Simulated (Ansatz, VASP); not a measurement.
# One calculation of TaN, two programs

File INCAR:

```
PREC = Accurate ; ENCUT = 520
EDIFF = 1E-6 ; ISMEAR = 0
SIGMA = 0.15 ; LREAL = F
LASPH = T ; NELM = 60
ALGO = Normal ; ISIF = 2
LWAVE = F ; LCHARG = T
GGA = PS ; LELF = T
LVHAR = T ; NBANDS = 24
```

Contents of KPOINTS:

```
regular mesh
0
Gamma
  18 18 8
```

The input POSCAR:

```
TaN
1.0
    3.0794436283      0.0000000000      0.0000000000
   -1.5397218142      2.6668764117      0.0000000000
    0.0000000000      0.0000000000      6.4686792857
Ta N
2 2
Direct
    0.3333333333      0.6666666667      0.0301041378
    0.6666666667      0.3333333333      0.5301041378
    0.3333333333      0.6666666667      0.3548958622
    0.6666666667      0.3333333333      0.8548958622
```

Input for Ansatz:

```yaml
crystal:
  lattice:
    - [3.0794436283, 0.0, 0.0]
    - [-1.5397218142, 2.6668764117, 0.0]
    - [0.0, 0.0, 6.4686792857]
  atoms:
    - { symbol: Ta, position: [0.3333333333, 0.6666666667, 0.0301041378] }
    - { symbol: Ta, position: [0.6666666667, 0.3333333333, 0.5301041378] }
    - { symbol: "N", position: [0.3333333333, 0.6666666667, 0.3548958622] }
    - { symbol: "N", position: [0.6666666667, 0.3333333333, 0.8548958622] }
basis:
  ecutwfc: 520.0
kpoints:
  mp_grid: { grid: [18, 18, 8] }
hamiltonian:
  xc: pbesol
  pseudopotentials: { kind: paw, azcp: { folder: soft_1 } }
scf:
  occupations: { method: gaussian, width: 0.15 }
output:
  forces: true
  stress: true
  eigenvalues: true
```

Alike in both runs: task single point; functional PBEsol; k mesh 18 × 18 × 8; occupations gaussian, width 0.15 eV; no spin polarisation.

|  | VASP | Ansatz |
| --- | --- | --- |
| version | VASP 6.6.1 | Ansatz 0.2.0 |
| potentials or method | VASP PAW PBE potentials, release 64 (Ta_pv, N), cutoff 520 eV | scalar-relativistic, plane waves, PAW |
| valence electrons in the cell | 32 | 36 |

```csv
,VASP,Ansatz,Ansatz less VASP
gap on the k mesh at the Fermi level (eV),none,none,-
pressure (GPa),-12.1,-12.6,-0.56
"traceless stress, the component that is largest in VASP (GPa)",-20.49,-20.67,-0.177
rms of the force components (eV/Å),0.595,0.587,-0.0081
```

VASP's potentials were made for PBE, not for PBEsol, and Ansatz warns of the same on its side. Atom by atom the forces differ by 0.008 eV/Å (rms over components). A gap of «none» marks a metal or a gap that the smearing closes. VASP's potentials hold 32 valence electrons a cell and Ansatz's 36, so a difference there can come from the potentials and not from the codes.

Spin-orbit coupling is off throughout.
